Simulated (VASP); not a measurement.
InAs: single point with PBEsol

The system is InAs.

```
In As
1.0
     4.06912    0.00000    0.00000
     2.03456    3.52396    0.00000
     2.03456    1.17465    3.32242
In As
1 1
Direct
  0.50000 0.50000 0.50000
  0.00000 0.00000 0.00000
```

```json
{
 "Program": "VASP 6.6.1",
 "Task": "single point",
 "Functional": "PBEsol",
 "Potentials or basis": "VASP PAW PBE potentials, release 64 (In_d, As)",
 "Cutoff": "500 eV",
 "k mesh": "4 × 4 × 4",
 "Occupations": "fermi-dirac, width 0.05 eV",
 "Spin": "no spin polarisation",
 "Dipole correction": "no",
 "Further INCAR settings": "ALGO = Normal; EDIFF = 1e-06; NBANDS = 16"
}
```

| Quantity | Value |
| --- | --- |
| Pressure | -2.3 GPa |
| Band gap on the k mesh | zero (band 9 reaches 6.06 eV, above the bottom of band 10 at 3.60 eV) |

Levels at points of the mesh, in eV from the Fermi level:
| k point | band 7 | band 8 | band 9 | band 10 | band 11 | band 12 |
| --- | --- | --- | --- | --- | --- | --- |
| (0.00, 0.00, 0.00) | -0.85 | -0.28 | -0.28 | -0.28 | 6.99 | 6.99 |
| (0.50, 0.00, 0.00) | -6.71 | 0.11 | 0.11 | 1.91 | 3.05 | 3.05 |
| (0.50, 0.50, 0.00) | -4.86 | -3.17 | -2.35 | -2.35 | 3.65 | 9.00 |

Run time: 7.3 s on 1 thread of Intel(R) Xeon(R) Platinum 8488C (Sapphire Rapids), on a shared host, peak memory 0.16 GiB.

Caveat: the k points lie up to 0.47 Å⁻¹ apart; the PAW data sets were made with another functional, which shifts forces and pressure a little; spin-orbit coupling is left out, which moves the levels of the heavy elements.
